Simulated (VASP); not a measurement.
# ReSb2 (P-4m2) in VASP: further runs, part 2 of 2

VASP 6.6.1.

### 3 Single point, PBE (atoms taken out)

INCAR

```
SYSTEM = ReSb2
PREC = Accurate
ENCUT = 520
EDIFF = 1E-7
ISMEAR = 0
SIGMA = 0.1
LREAL = .False.
LASPH = .True.
NELM = 100
ALGO = Normal
ISIF = 2
LWAVE = .False.
LCHARG = .False.
GGA = PE
NBANDS = 16
```

KPOINTS

```
regular mesh
0
Gamma
  16 16 6
  0 0 0
```

POSCAR

```
ReSb2
1.0
    2.9953349002      0.0000000000      0.0000000000
    0.0000000000      2.9953349002      0.0000000000
    0.0000000000      0.0000000000      8.4658641312
Re Sb
1 2
Direct
    0.0000000000      0.0000000000      0.0000000000
    0.5000000000      0.0000000000      0.2716459423
    0.0000000000      0.5000000000      0.7283540577
```

Potentials or basis: VASP PAW PBE potentials, release 64 (Re, Sb).

The run is started by

```
$ cat potpaw_PBE.64/Re/POTCAR potpaw_PBE.64/Sb/POTCAR > POTCAR
$ mpirun -np 1 vasp_std > vasp.out
```

OUTCAR:

```text
SYSTEM = ReSb2
   PREC = Accurate
   ENCUT = 520
   EDIFF = 1E-7
   ISMEAR = 0
   LREAL = .False.
   LASPH = .True.
   NELM = 100
   ISIF = 2
   GGA = PE

 ion  position               nearest neighbor table
   1  0.000  0.000  0.000-   2 2.74   3 2.74   3 2.74   2 2.74
   2  0.500  0.000  0.272-   1 2.74   1 2.74
   3  0.000  0.500  0.728-   1 2.74   1 2.74

  LATTYP: Found a simple tetragonal cell.
 ALAT       =     2.9953349002
 C/A-ratio  =     2.8263497783

  Lattice vectors:

 A1 = (   2.9953349002,   0.0000000000,   0.0000000000)
 A2 = (   0.0000000000,   2.9953349002,   0.0000000000)
 A3 = (   0.0000000000,   0.0000000000,   8.4658641312)

Analysis of symmetry for initial positions (statically):
=====================================================================
 Subroutine PRICEL returns:
 Original cell was already a primitive cell.

 Routine SETGRP: Setting up the symmetry group for a
 simple tetragonal supercell.

 Subroutine GETGRP returns: Found  8 space group operations
 (whereof  8 operations were pure point group operations)
 out of a pool of 16 trial point group operations.
[... 160 lines left out ...]
  ext. energy  EPLUGINS =         0.00000000
  ---------------------------------------------------
  free energy    TOTEN  =       -18.52075943 eV

  energy without entropy =      -18.50530387  energy(sigma->0) =      -18.51303165

 E-fermi :   6.9489     XC(G=0): -10.3179

 val. band max:        6.9456897525   @ k =   0.3125   0.1250   0.5000
 cond. band min:       6.9816845888   @ k =   0.3750   0.0000   0.3333
 fundamental gap:      0.0359948363
 Fermi energy:         6.9488723515

 k-point     1 :       0.0000    0.0000    0.0000
  band No.  band energies     occupation
      1      -5.5027      2.00000
      2      -4.7364      2.00000
      3       0.6050      2.00000
      4       3.5644      2.00000
      5       3.9082      2.00000
      6       5.0888      2.00000
[... 433 lines left out ...]
      3       1.3791      2.00000
      4       1.5012      2.00000
      5       3.8849      2.00000
      6       4.3635      2.00000
[... 8 lines left out ...]
     15      12.5641      0.00000
     16      13.9534      0.00000

 [... further k-points ...]
[... 5 lines left out ...]
  --------------------------------------------------------------------------------------
  -------------------------------------------------------------------------------------
  Total        0.0010842      0.0010842     -0.1140691      0.0000000      0.0000000      0.0000000
  in kB        0.0228703      0.0228703     -2.4061167      0.0000000      0.0000000      0.0000000
  external PRESSURE =      -0.7867920 kB  Pullay stress =       0.0000000 kB

 VOLUME and BASIS-vectors are now :
 -----------------------------------------------------------------------------
  energy-cutoff  :      520.00
  volume of cell :       75.96
      direct lattice vectors                 reciprocal lattice vectors
     2.995334900  0.000000000  0.000000000     0.333852485  0.000000000  0.000000000
     0.000000000  2.995334900  0.000000000     0.000000000  0.333852485  0.000000000
     0.000000000  0.000000000  8.465864131     0.000000000  0.000000000  0.118121433

 POSITION                                       TOTAL-FORCE (eV/Angst)
 -----------------------------------------------------------------------------------
      0.00000      0.00000      0.00000         0.000000     -0.000000      0.000000
      1.49767      0.00000      2.29972        -0.000000      0.000000     -0.023376
      0.00000      1.49767      6.16615         0.000000      0.000000      0.023376
 -----------------------------------------------------------------------------------
    total drift:                               -0.000000      0.000000      0.000000

  FREE ENERGIE OF THE ION-ELECTRON SYSTEM (eV)
  ---------------------------------------------------
  free  energy   TOTEN  =       -18.5207594344 eV

  energy  without entropy=      -18.5053038684  energy(sigma->0) =      -18.51303165
```

Run time: 79 s. Hardware: 1 thread of Intel Xeon 6975P-C (Granite Rapids), shared host; peak memory 0.35 GiB.

Results:

```yaml
Free_energy: -18.5208 eV
Pressure: -0.1 GPa
Largest_force: 0.023 eV/Å
Band_gap_on_the_k_mesh: zero (an odd number of electrons rules out a gap without spin polarisation)
```

Forces on the atoms (eV/Å):
```
Re   0.000  0.000  0.000
Sb   0.000  0.000 -0.023
Sb   0.000  0.000  0.023
```

Caveat: the cell differs from its parent crystal (atoms taken out); spin-orbit coupling is left out, which moves the levels of the heavy elements.

### 4 Relaxation of cell and atoms, PBE (atoms taken out)

INCAR

```
SYSTEM = ReSb2
ALGO     = Normal         ! electronic algorithm
EDIFF    = 1E-7           ! SCF threshold, eV
EDIFFG   = -0.01          ! ionic threshold
ENCUT    = 600            ! plane-wave cutoff, eV
GGA      = PE             ! functional
IBRION   = 2              ! ionic algorithm
ISIF     = 3              ! what is computed and relaxed
ISMEAR   = 0              ! smearing method
LASPH    = .TRUE.         ! aspherical terms in the spheres
LCHARG   = .FALSE.        ! write CHGCAR
LREAL    = .FALSE.        ! projectors in reciprocal space
LWAVE    = .FALSE.        ! write WAVECAR
NELM     = 60             ! most SCF steps
NSW      = 100            ! ionic steps
PREC     = Accurate       ! precision mode
SIGMA    = 0.1            ! smearing width, eV
```

KPOINTS

```
k-points
0
G
  16 16 6
  0 0 0
```

POSCAR

```
ReSb2
1.0
    2.9747611329      0.0000000000      0.0000000000
    0.0000000000      2.9747611329      0.0000000000
    0.0000000000      0.0000000000      8.3693471429
Re Sb
1 2
Direct
    0.0000000000      0.0000000000      0.0000000000
    0.5000000000      0.0000000000      0.2773270679
    0.0000000000      0.5000000000      0.7226729321
```

The run is started by

```
$ cat potpaw_PBE.64/Re/POTCAR potpaw_PBE.64/Sb/POTCAR > POTCAR
$ mpirun -np 1 vasp_std > vasp.out
```

Run time: 13 min. Hardware: 1 thread of Intel Xeon 6975P-C (Granite Rapids), shared host; peak memory 0.42 GiB.

The run converged. Its results:

| Quantity | Value |
| --- | --- |
| Free energy | -18.5215 eV |
| Relaxed volume | 25.38 Å³/atom |
| Relaxed cell | a = 3.002 Å, b = 3.002 Å, c = 8.446 Å, α = 90.00°, β = 90.00°, γ = 90.00° |
| Space group after relaxing (to 0.1 Å) | P-4m2 (No. 115) |
| Energy gained by relaxing | 1.7 meV/atom |
| Ionic steps | 17 |
| Pressure after relaxing | 0.0 GPa |
| Band gap on the k mesh | zero (an odd number of electrons rules out a gap without spin polarisation) |

Stress tensor (GPa, compression positive):
```
-0.06  0.00  0.00
 0.00 -0.06  0.00
 0.00  0.00  0.03
```

The path:
```
step  energy change (eV)  largest force (eV/Å)  pressure (GPa)  volume (Å³)
   1              0.0000                0.0681            0.36        74.06
   2             -0.0022                0.0968           -0.24        74.66
   3             -0.0023                0.1061           -0.40        74.83
   4             -0.0034                0.0234            0.10        74.70
   5             -0.0034                0.0287            0.07        74.71
   6             -0.0035                0.0291            0.04        74.78
   7             -0.0038                0.0297           -0.03        74.98
   8             -0.0041                0.0315           -0.18        75.39
   9             -0.0040                0.0372           -0.44        76.21
  10             -0.0042                0.0331           -0.26        75.66
  11             -0.0043                0.0287           -0.24        75.67
  12             -0.0044                0.0161           -0.15        75.70
  13             -0.0046                0.0095            0.02        75.74
  14             -0.0046                0.0175            0.07        75.76
  15             -0.0047                0.0157            0.06        75.80
  16             -0.0049                0.0107            0.03        75.91
  17             -0.0051                0.0009           -0.03        76.14
```

Final structure:
```xyz
3
Lattice="3.0024 0.0000 0.0000 0.0000 3.0024 0.0000 0.0000 0.0000 8.4461" Properties=species:S:1:pos:R:3 pbc="T T T"
Re    0.0000    0.0000    0.0000
Sb    1.5012    0.0000    2.2899
Sb    0.0000    1.5012    6.1562
```

Levels at points of the mesh, in eV from the Fermi level:
| k point | band 5 | band 6 | band 7 | band 8 | band 9 | band 10 | band 11 | band 12 |
| --- | --- | --- | --- | --- | --- | --- | --- | --- |
| (0.00, 0.00, 0.00) | -3.00 | -1.80 | -0.20 | -0.20 | 1.74 | 2.92 | 4.37 | 4.37 |
| (0.50, 0.00, 0.00) | -3.48 | -2.65 | -1.44 | -0.19 | -0.08 | 0.34 | 2.82 | 4.22 |
| (0.50, 0.50, 0.00) | -2.91 | -2.70 | -1.78 | -1.78 | -1.57 | 1.51 | 1.51 | 1.57 |
| (0.00, 0.00, 0.50) | -2.73 | -2.31 | -0.21 | -0.21 | 1.74 | 4.56 | 4.56 | 5.66 |
| (0.50, 0.00, 0.50) | -3.29 | -2.98 | -1.00 | -0.08 | 0.34 | 0.36 | 1.63 | 3.77 |
| (0.50, 0.50, 0.50) | -3.13 | -2.93 | -1.71 | -1.71 | -1.33 | 1.16 | 1.16 | 2.01 |

Caveat: the cell differs from its parent crystal (atoms taken out); spin-orbit coupling is left out, which moves the levels of the heavy elements.

### 5 Summary

| task | cell | k mesh | cutoff (eV) | gap on the mesh (eV) | pressure (GPa) | relaxed volume (Å³/atom) | largest force (eV/Å) |
| --- | --- | --- | --- | --- | --- | --- | --- |
| relaxation of cell and atoms | relaxed from a = 4.514, b = 4.514, c = 6.384 Å, 3 atoms, atomic positions A | 4 × 4 × 4 | 600 | none | 0.0 | 24.43 | 0.01 |
| single point | a = 2.995, b = 2.995, c = 8.466 Å, 3 atoms, atomic positions B | 16 × 16 × 6 | 520 | none | -0.1 | - | 0.02 |
| relaxation of cell and atoms | relaxed from a = 2.975, b = 2.975, c = 8.369 Å, 3 atoms, atomic positions C | 16 × 16 × 6 | 600 | none | 0.0 | 25.38 | - |

Alike in all rows: level PBE; potentials or basis VASP PAW PBE potentials, release 64 (Re, Sb); no spin polarisation; smearing gaussian 0.1 eV.

Caveats: spin-orbit coupling is left out, which moves the levels of the heavy elements; the volume moved by over 15 % at a fixed basis, so the end points are rough (at least some runs).

Absolute energies hang on the potentials; compare differences alone.

The gap in the log of VASP goes by the Fermi energy; the results here count the filled bands.